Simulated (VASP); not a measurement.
# Si (Fm-3m) in VASP: a series of runs

Si is run at these levels: PBEsol; tasks: single point, relaxation of cell and atoms.

Program: VASP 6.6.1. These are calculated values, not measurements. Logs are shortened: lines on timing, memory, paths and dates and some standing lists are left out, and cuts for length are marked.

### 1 The cell of the first run

The structure is cubic, space group Fm-3m (No. 225). Conventional cell: a = 3.849 Å, b = 3.849 Å, c = 3.849 Å, α = 90.00°, β = 90.00°, γ = 90.00°. Within 3.6 Å of Si (site symmetry m-3m) lie 12 Si at 2.72 Å.

This isn't the form of Si at room conditions, which is diamond.

### 2 Single point, PBEsol (14.26 Å³/atom)

INCAR

```
SYSTEM = Si
PREC = Accurate ; ENCUT = 500
EDIFF = 1E-6 ; ISMEAR = -1
SIGMA = 0.08 ; LREAL = .FALSE.
LASPH = .TRUE. ; NELM = 120
ALGO = Normal ; ISIF = 2
LWAVE = .FALSE. ; LCHARG = .TRUE.
GGA = PS ; LELF = .TRUE.
LVHAR = .TRUE. ; NBANDS = 8
GGA_COMPAT = .FALSE.
```

KPOINTS

```
Automatic mesh
0
G
  16 16 16
  0 0 0
```

POSCAR

```
Si
1.0
    0.0000000000      1.9245883954      1.9245883954
    1.9245883954      0.0000000000      1.9245883954
    1.9245883954      1.9245883954      0.0000000000
Si
1
Direct
    0.0000000000      0.0000000000      0.0000000000
```

Potentials or basis: VASP PAW PBE potentials, release 64 (Si).

Command:

```sh
cat potpaw_PBE.64/Si/POTCAR > POTCAR
mpirun -np 1 vasp_std > vasp.out
```

OUTCAR:

```text
SYSTEM = Si
   PREC = Accurate
   ENCUT = 500
   EDIFF = 1E-6
   ISMEAR = -1
   LREAL = .FALSE.
   LASPH = .TRUE.
   NELM = 120
   ISIF = 2
   GGA = PS

 ion  position               nearest neighbor table
   1  0.000  0.000  0.000-

  LATTYP: Found a face centered cubic cell.
 ALAT       =     3.8491767908

  Lattice vectors:

 A1 = (   0.0000000000,   1.9245883954,   1.9245883954)
 A2 = (   1.9245883954,   0.0000000000,   1.9245883954)
 A3 = (   1.9245883954,   1.9245883954,   0.0000000000)

Analysis of symmetry for initial positions (statically):
=====================================================================
 Subroutine PRICEL returns:
 Original cell was already a primitive cell.

 Routine SETGRP: Setting up the symmetry group for a
 face centered cubic supercell.

 Subroutine GETGRP returns: Found 48 space group operations
 (whereof 48 operations were pure point group operations)
 out of a pool of 48 trial point group operations.

The static configuration has the point symmetry O_h .

Analysis of symmetry for dynamics (positions and initial velocities):
=====================================================================
 Subroutine PRICEL returns:
 Original cell was already a primitive cell.

 Routine SETGRP: Setting up the symmetry group for a
 face centered cubic supercell.

 Subroutine GETGRP returns: Found 48 space group operations
 (whereof 48 operations were pure point group operations)
 out of a pool of 48 trial point group operations.

The dynamic configuration has the point symmetry O_h .

 Subroutine INISYM returns: Found 48 space group operations
 (whereof 48 operations are pure point group operations),
 and found     1 'primitive' translations

----------------------------------------------------------------------------------------

                                     Primitive cell

  volume of cell :      14.2575

  direct lattice vectors                    reciprocal lattice vectors
     0.000000000  1.924588395  1.924588395    -0.259795809  0.259795809  0.259795809
     1.924588395  0.000000000  1.924588395     0.259795809 -0.259795809  0.259795809
     1.924588395  1.924588395  0.000000000     0.259795809  0.259795809 -0.259795809

  length of vectors
     2.721779011  2.721779011  2.721779011     0.449979542  0.449979542  0.449979542

  position of ions in fractional coordinates (direct lattice)
     0.000000000  0.000000000  0.000000000

  ion indices of the primitive-cell ions
   primitive index   ion index
                 1           1

----------------------------------------------------------------------------------------

 KPOINTS: Automatic mesh

Automatic generation of k-mesh.
 Grid dimensions read from file:
 generate k-points for:   16   16   16

 Generating k-lattice:

  Cartesian coordinates                     Fractional coordinates (reciprocal lattice)
    -0.016237238  0.016237238  0.016237238     0.062500000  0.000000000  0.000000000
     0.016237238 -0.016237238  0.016237238     0.000000000  0.062500000  0.000000000
     0.016237238  0.016237238 -0.016237238     0.000000000  0.000000000  0.062500000

  Length of vectors
     0.028123721  0.028123721  0.028123721

  Shift w.r.t. Gamma in fractional coordinates (k-lattice)
     0.000000000  0.000000000  0.000000000

 Subroutine IBZKPT returns following result:
 ===========================================

 Found    145 irreducible k-points:

 Following reciprocal coordinates:
            Coordinates               Weight
  0.000000  0.000000  0.000000      1.000000
  0.062500  0.000000  0.000000      8.000000
  0.125000  0.000000  0.000000      8.000000
  0.187500  0.000000  0.000000      8.000000
  0.250000  0.000000  0.000000      8.000000
  0.312500  0.000000  0.000000      8.000000
[... 16 lines left out ...]
 -0.125000  0.062500  0.000000     24.000000
 -0.062500  0.062500  0.000000     12.000000
 [... further k-points ...]
   k-points           NKPTS =    145   k-points in BZ     NKDIM =    145   number of bands    NBANDS=      8
   number of dos      NEDOS =    301   number of ions     NIONS =      1
   total plane-waves  NPLWV =   8000
   dimension x,y,z NGX =    20 NGY =   20 NGZ =   20
   dimension x,y,z NGXF=    40 NGYF=   40 NGZF=   40
   ions per type =               1
   NGX,Y,Z   is equivalent  to a cutoff of  12.22, 12.22, 12.22 a.u.
   NGXF,Y,Z  is equivalent  to a cutoff of  24.43, 24.43, 24.43 a.u.
 SYSTEM =  Si
   PREC   = accura    normal or accurate (medium, high low for compatibility)
   ISTART =      0    job   : 0-new  1-cont  2-samecut
   ICHARG =      2    charge: 1-file 2-atom 10-const
   ISPIN  =      1    spin polarized calculation?
   LNONCOLLINEAR =      F non collinear calculations
   LSORBIT =      F    spin-orbit coupling
   LASPH  =      T    aspherical Exc in radial PAW
   ENCUT  =  500.0 eV  36.75 Ry    6.06 a.u.   4.96  4.96  4.96*2*pi/ulx,y,z
   NELM   =    120;   NELMIN=  2; NELMDL= -5     # of ELM steps
   EDIFF  = 0.1E-05   stopping-criterion for ELM
   LREAL  =      F    real-space projection
   EDIFFG = 0.1E-04   stopping-criterion for IOM
   NSW    =      0    number of steps for IOM
   IBRION =     -1    ionic relax: 0-MD 1-quasi-New 2-CG
   NFREE  =      0    steps in history (QN), initial steepest desc. (CG)
   ISIF   =      2    stress and relaxation
   ISYM   =      2    0-nonsym 1-usesym 2-fastsym
   POTIM  = 0.5000    time-step for ionic-motion
   TEBEG  =    0.0;   TEEND  =   0.0 temperature during run
   PSTRESS=    0.0 pullay stress
   NELECT =       4.0000    total number of electrons
   NUPDOWN=      -1.0000    fix difference up-down
   EMIN   =  10.00;   EMAX   =-10.00  energy-range for DOS
   EFERMI =   0.00;   METHOD = LEGACY
   ISMEAR =    -1;   SIGMA  =   0.08  broadening in eV -4-tet -1-fermi 0-gaus
   EFERMI_NEDOS =   21; number of points for ismear=-14 and -15
   IALGO  =     38    algorithm
   IMIX   =      4    mixing-type and parameters
     AMIX     =   0.40;   BMIX     =  1.00
     AMIX_MAG =   1.60;   BMIX_MAG =  1.00
  volume/ion in A,a.u.               =      14.26        96.21
  Fermi-wavevector in a.u.,A,eV,Ry     =   1.071717  2.025252 15.627356  1.148578
  Thomas-Fermi vector in A             =   2.207466
   LORBIT       =      0    0 simple, 1 ext, 2 COOP (PROOUT), +10 PAW based schemes
   GGA     = PS    functional components
   LHFCALC =     F    Hartree Fock is set to
   AEXX    =    0.0000 exact exchange contribution
   IVDW    =     0    specifies the selected vdW correction
   LEPSILON=     F    determine dielectric tensor
   LRPA    =     F    only Hartree local field effects (RPA)
 non-spin polarized calculation
  energy-cutoff  :      500.00
  volume of cell :       14.26
 maximum number of plane-waves:       380
   NGX =  9   NGY =  9   NGZ =  9

 number of electron       4.0000000 magnetization

 Free energy of the ion-electron system (eV)
  ---------------------------------------------------
  ext. energy  EPLUGINS =         0.00000000
  ---------------------------------------------------
  free energy    TOTEN  =        -5.34362846 eV

  energy without entropy =       -5.33361762  energy(sigma->0) =       -5.33862304

 E-fermi :  10.3470     XC(G=0): -11.3054

 val. band max:       10.3457808623   @ k =   0.5000   0.3750   0.0000
 cond. band min:      10.4101611860   @ k =  -0.4375   0.3125   0.0625
 fundamental gap:      0.0643803237
 Fermi energy:        10.3469969594

 k-point     1 :       0.0000    0.0000    0.0000
  band No.  band energies     occupation
      1      -4.2731      2.00000
      2      21.6233      0.00000
      3      21.6233      0.00000
      4      21.6233      0.00000
      5      22.3023      0.00000
      6      22.3023      0.00000
      7      22.3023      0.00000
      8      27.6643      0.00000

 k-point     2 :       0.0625    0.0000    0.0000
  band No.  band energies     occupation
      1      -4.1582      2.00000
      2      19.5756      0.00000
      3      20.9656      0.00000
      4      20.9656      0.00000
      5      23.1031      0.00000
      6      23.1031      0.00000
      7      23.3615      0.00000
      8      28.5996      0.00000

 k-point     3 :       0.1250    0.0000    0.0000
  band No.  band energies     occupation
      1      -3.8139      2.00000
      2      16.9049      0.00000
      3      20.2253      0.00000
      4      20.2253      0.00000
      5      23.6925      0.00000
      6      24.1665      0.00000
      7      24.1665      0.00000
      8      27.6487      0.00000

 k-point     4 :       0.1875    0.0000    0.0000
  band No.  band energies     occupation
      1      -3.2413      2.00000
      2      14.2165      0.00000
      3      19.6511      0.00000
      4      19.6511      0.00000
      5      23.6497      0.00000
      6      24.5847      0.00000
      7      24.5847      0.00000
      8      27.3792      0.00000

 k-point     5 :       0.2500    0.0000    0.0000
  band No.  band energies     occupation
      1      -2.4427      2.00000
      2      11.6295      0.00000
      3      19.2550      0.00000
      4      19.2550      0.00000
      5      23.5534      0.00000
      6      23.8500      0.00000
      7      23.8500      0.00000
      8      28.5320      0.00000
[... 177 lines left out ...]
 k-point    22 :      -0.1875    0.0625    0.0000
  band No.  band energies     occupation
      1      -2.8986      2.00000
      2      13.4223      0.00000
      3      17.5863      0.00000
      4      20.6815      0.00000
      5      23.4981      0.00000
      6      24.1899      0.00000
      7      25.0058      0.00000
      8      26.3515      0.00000

 k-point    23 :      -0.1250    0.0625    0.0000
  band No.  band energies     occupation
      1      -3.5465      2.00000
      2      16.0675      0.00000
      3      18.0897      0.00000
      4      21.2490      0.00000
      5      23.3865      0.00000
      6      24.1331      0.00000
      7      25.3620      0.00000
      8      26.2432      0.00000

 k-point    24 :      -0.0625    0.0625    0.0000
  band No.  band energies     occupation
      1      -3.9668      2.00000
      2      18.6185      0.00000
      3      18.8758      0.00000
      4      21.7021      0.00000
      5      22.5988      0.00000
      6      23.7668      0.00000
      7      24.5806      0.00000
      8      27.3793      0.00000

 [... further k-points ...]
[... 5 lines left out ...]
  --------------------------------------------------------------------------------------
  -------------------------------------------------------------------------------------
  Total       -0.0976051     -0.0976051     -0.0976051      0.0000000      0.0000000      0.0000000
  in kB      -10.9683048    -10.9683048    -10.9683048      0.0000000      0.0000000      0.0000000
  external PRESSURE =     -10.9683048 kB  Pullay stress =       0.0000000 kB

 VOLUME and BASIS-vectors are now :
 -----------------------------------------------------------------------------
  energy-cutoff  :      500.00
  volume of cell :       14.26
      direct lattice vectors                 reciprocal lattice vectors
     0.000000000  1.924588395  1.924588395    -0.259795809  0.259795809  0.259795809
     1.924588395  0.000000000  1.924588395     0.259795809 -0.259795809  0.259795809
     1.924588395  1.924588395  0.000000000     0.259795809  0.259795809 -0.259795809

 POSITION                                       TOTAL-FORCE (eV/Angst)
 -----------------------------------------------------------------------------------
      0.00000      0.00000      0.00000         0.000000      0.000000      0.000000
 -----------------------------------------------------------------------------------
    total drift:                                0.000000      0.000000     -0.000000

  FREE ENERGIE OF THE ION-ELECTRON SYSTEM (eV)
  ---------------------------------------------------
  free  energy   TOTEN  =        -5.3436284644 eV

  energy  without entropy=       -5.3336176191  energy(sigma->0) =       -5.33862304
```

Wall time 14 s (1 thread of Intel Xeon 8259CL, shared host); peak memory 0.12 GiB.

Results:

| Quantity | Value |
| --- | --- |
| Free energy | -5.3436 eV |
| Pressure | -1.1 GPa |
| Band gap on the k mesh | zero (bands 2 and 3 overlap by 14.45 eV) |

Caveat: the PAW data sets were made with another functional, which shifts forces and pressure a little.

### 3 Single point, PBEsol

This run uses another cell than the first one, of 14.07 Å³/atom.

INCAR

```
SYSTEM = Si
ALGO = Normal
EDIFF = 1E-6
ENCUT = 500
GGA = PS
GGA_COMPAT = .False.
ISIF = 2
ISMEAR = -1
LASPH = .True.
LCHARG = .True.
LELF = .True.
LREAL = .False.
LVHAR = .True.
LWAVE = .False.
NBANDS = 8
NELM = 120
PREC = Accurate
SIGMA = 0.08
```

KPOINTS

```
k-points
0
Gamma
  17 17 17
  0 0 0
```

POSCAR

```
Si
1.0
    0.0000000000      1.9163200684      1.9163200684
    1.9163200684      0.0000000000      1.9163200684
    1.9163200684      1.9163200684      0.0000000000
Si
1
Direct
    0.0000000000      0.0000000000      0.0000000000
```

Potentials or basis: VASP PAW PBE potentials, release 64 (Si).

Command:

```sh
cat potpaw_PBE.64/Si/POTCAR > POTCAR
mpirun -np 1 vasp_std > vasp.out
```

Run time: 13 s. Hardware: 1 thread of Intel Xeon 8259CL, shared host; peak memory 0.12 GiB.

It converged, with:

```yaml
Free_energy: -5.3444 eV
Pressure: 0.1 GPa
Band_gap_on_the_k_mesh: zero (bands 2 and 3 overlap by 14.54 eV)
```

Levels at points of the mesh, in eV from the Fermi level:
| k point | band 1 | band 2 | band 3 | band 4 | band 5 | band 6 | band 7 |
| --- | --- | --- | --- | --- | --- | --- | --- |
| (0.00, 0.00, 0.00) | -14.76 | 11.42 | 11.42 | 11.42 | 11.99 | 11.99 | 11.99 |

Caveat: the PAW data sets were made with another functional, which shifts forces and pressure a little.

### 4 Relaxation of cell and atoms, PBEsol

This run uses another cell than the first one, of 16.00 Å³/atom.

INCAR

```
PREC = Accurate
ENCUT = 500
EDIFF = 1E-7
ISMEAR = -1
SIGMA = 0.08
LREAL = False
LASPH = True
NELM = 120
ALGO = Normal
ISIF = 3
LWAVE = False
LCHARG = False
GGA = PS
IBRION = 2
NSW = 60
EDIFFG = -0.005
GGA_COMPAT = False
NELMIN = 4
```

KPOINTS

```
Automatic mesh
0
Gamma
  17 17 17
```

POSCAR

```
Si
1.0
    0.0000000000      2.0000000000      2.0000000000
    2.0000000000      0.0000000000      2.0000000000
    2.0000000000      2.0000000000      0.0000000000
Si
1
Direct
    0.0000000000      0.0000000000      0.0000000000
```

Command:

```sh
cat potpaw_PBE.64/Si/POTCAR > POTCAR
mpirun -np 1 vasp_std > vasp.out
```

Wall time 45 s (1 thread of Intel Xeon 8259CL, shared host); peak memory 0.14 GiB.

It converged, with:

- Free energy: -5.3445 eV
- Relaxed volume: 14.09 Å³/atom
- Relaxed cell: a = 2.711 Å, b = 2.711 Å, c = 2.711 Å, α = 60.00°, β = 60.00°, γ = 60.00°
- Space group after relaxing (to 0.1 Å): Fm-3m (No. 225)
- Energy gained by relaxing: 56.4 meV/atom
- Ionic steps: 3
- Pressure after relaxing: 0.0 GPa
- Band gap on the k mesh: zero (bands 2 and 3 overlap by 14.52 eV)

Step by step:
| step | energy change (eV) | largest force (eV/Å) | pressure (GPa) | volume (Å³) |
| --- | --- | --- | --- | --- |
| 1 | 0.0000 | 0.0000 | -8.51 | 16.00 |
| 2 | -0.0564 | 0.0000 | -0.13 | 14.11 |
| 3 | -0.0564 | 0.0000 | 0.00 | 14.09 |

Final structure:
```
Si
1.0
     0.00000    1.91709    1.91709
     1.91709    0.00000    1.91709
     1.91709    1.91709    0.00000
Si
1
Direct
  0.00000 0.00000 0.00000
```

Levels at points of the mesh, in eV from the Fermi level:
```
           k point  band 1  band 2  band 3  band 4  band 5
(0.00, 0.00, 0.00)  -14.74   11.41   11.41   11.41   11.99
```

Caveat: the PAW data sets were made with another functional, which shifts forces and pressure a little.

### 5 The runs side by side

```csv
task,cell,k mesh,gap on the mesh (eV),pressure (GPa)
single point,"a = 2.722 Å, angles 60.0°, 1 atom",16 × 16 × 16,none,-1.1
single point,"a = 2.710 Å, angles 60.0°, 1 atom",17 × 17 × 17,none,0.1
relaxation of cell and atoms,"relaxed from a = 2.828 Å, angles 60.0°, 1 atom",17 × 17 × 17,none,0.0
```

Alike in all rows: level PBEsol; potentials or basis VASP PAW PBE potentials, release 64 (Si); no spin polarisation; cutoff (eV) 500; smearing fermi-dirac 0.08 eV.

Caveats: the PAW data sets were made with another functional, which shifts forces and pressure a little.

Total energies depend on the potentials used, so only differences within one code and one set of settings carry meaning.
